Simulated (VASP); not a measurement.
A run of VASP 6.6.1:

Contents of INCAR:

```
SYSTEM = Sn3GeSe4
PREC     = Accurate       ! precision mode
ENCUT    = 520            ! plane-wave cutoff, eV
EDIFF    = 1E-7           ! SCF threshold, eV
ISMEAR   = 0              ! smearing method
SIGMA    = 0.1            ! smearing width, eV
LREAL    = .FALSE.        ! projectors in reciprocal space
LASPH    = .TRUE.         ! aspherical terms in the spheres
NELM     = 80             ! most SCF steps
ALGO     = Normal         ! electronic algorithm
ISIF     = 2              ! what is computed and relaxed
LWAVE    = .FALSE.        ! write WAVECAR
LCHARG   = .FALSE.        ! write CHGCAR
GGA      = PE             ! functional
NBANDS   = 50             ! bands
```

KPOINTS

```
regular mesh
0
G
  4 4 2
  0 0 0
```

The input POSCAR:

```
Sn3GeSe4
1.0
    4.2460712200      0.0000000000      0.0000000000
    0.0000000000      4.2460712200      0.0000000000
    0.0000000000      0.0000000000     12.0097030200
Sn Ge Se
3 1 4
Direct
    0.0000000000      0.0000000000      0.0000000000
    0.5000000000      0.5000000000      0.7500000000
    0.5000000000      0.5000000000      0.2500000000
    0.0000000000      0.0000000000      0.5000000000
    0.0000000000      0.0000000000      0.7500000000
    0.5000000000      0.5000000000      0.5000000000
    0.0000000000      0.0000000000      0.2500000000
    0.5000000000      0.5000000000      0.0000000000
```

Potentials or basis: VASP PAW PBE potentials, release 64 (Sn_d, Ge_d, Se).

Launch:

```sh
$ cat potpaw_PBE.64/Sn_d/POTCAR potpaw_PBE.64/Ge_d/POTCAR potpaw_PBE.64/Se/POTCAR > POTCAR
$ mpirun -np 1 vasp_std > vasp.out
```

Hardware: 1 thread of Intel(R) Xeon(R) Platinum 8259CL CPU @ 2.50GHz (Skylake/Cascade Lake), on a shared host.

Q: Estimate the wall time of this run.

A: Run time: 3 min on 1 thread of Intel(R) Xeon(R) Platinum 8259CL CPU @ 2.50GHz (Skylake/Cascade Lake), on a shared host, peak memory 0.35 GiB. Counts: scf iterations 16, k points 12.
